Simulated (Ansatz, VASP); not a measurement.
# Two plane-wave programs on Mo

File INCAR:

```
SYSTEM = Mo
PREC = Accurate
ENCUT = 520
EDIFF = 1E-6
ISMEAR = 0
SIGMA = 0.15
LREAL = .False.
LASPH = .True.
NELM = 60
ALGO = Fast
ISIF = 2
LWAVE = .False.
LCHARG = .True.
GGA = PS
LELF = .True.
LVHAR = .True.
NBANDS = 66
```

KPOINTS

```
Automatic mesh
0
Gamma
  12 12 12
  0 0 0
```

Contents of POSCAR:

```
Mo
1.0
   -3.1420000000     -3.1420000000      3.1420000000
   -3.1420000000      3.1420000000     -3.1420000000
    3.1420000000     -3.1420000000     -3.1420000000
Mo
8
Direct
    0.4745385105      0.4745385105      0.5000000000
    0.0000000000      0.5000000000      0.5000000000
    0.5000000000      0.0000000000      0.5000000000
    0.0000000000      0.0000000000      0.5000000000
    0.5000000000      0.5000000000      0.0000000000
    0.0000000000      0.5000000000      0.0000000000
    0.5000000000      0.0000000000      0.0000000000
    0.0000000000      0.0000000000      0.0000000000
```

Input for Ansatz:

```yaml
crystal:
  lattice:
    - [-3.142, -3.142, 3.142]
    - [-3.142, 3.142, -3.142]
    - [3.142, -3.142, -3.142]
  atoms:
    - { symbol: Mo, position: [0.4745385105, 0.4745385105, 0.5] }
    - { symbol: Mo, position: [0.0, 0.5, 0.5] }
    - { symbol: Mo, position: [0.5, 0.0, 0.5] }
    - { symbol: Mo, position: [0.0, 0.0, 0.5] }
    - { symbol: Mo, position: [0.5, 0.5, 0.0] }
    - { symbol: Mo, position: [0.0, 0.5, 0.0] }
    - { symbol: Mo, position: [0.5, 0.0, 0.0] }
    - { symbol: Mo, position: [0.0, 0.0, 0.0] }
basis:
  ecutwfc: 420
kpoints:
  mp_grid: { grid: [12, 12, 12] }
hamiltonian:
  xc: pbesol
scf:
  occupations: { method: gaussian, width: 0.15 }
output:
  forces: true
  stress: true
  eigenvalues: true
```

Alike in both runs: task single point; functional PBEsol; k mesh 12 × 12 × 12; occupations gaussian, width 0.15 eV; no spin polarisation.

```csv
,VASP,Ansatz
version,VASP 6.6.1,Ansatz 0.2.0
potentials or method,"VASP PAW PBE potentials, release 64 (Mo_sv), cutoff 520 eV","scalar-relativistic, plane waves, PAW"
valence electrons in the cell,112,112
```

```tsv
	VASP	Ansatz	Ansatz less VASP
gap on the k mesh at the Fermi level (eV)	none	none	-
pressure (GPa)	-2.0	-2.5	-0.53
traceless stress, the component that is largest in VASP (GPa)	0.68	0.69	+0.004
rms of the force components (eV/Å)	0.493	0.488	-0.0048
```

VASP's potentials were made for PBE, not for PBEsol. Atom by atom the forces differ by 0.005 eV/Å (rms over components). A gap of «none» marks a metal or a gap that the smearing closes.
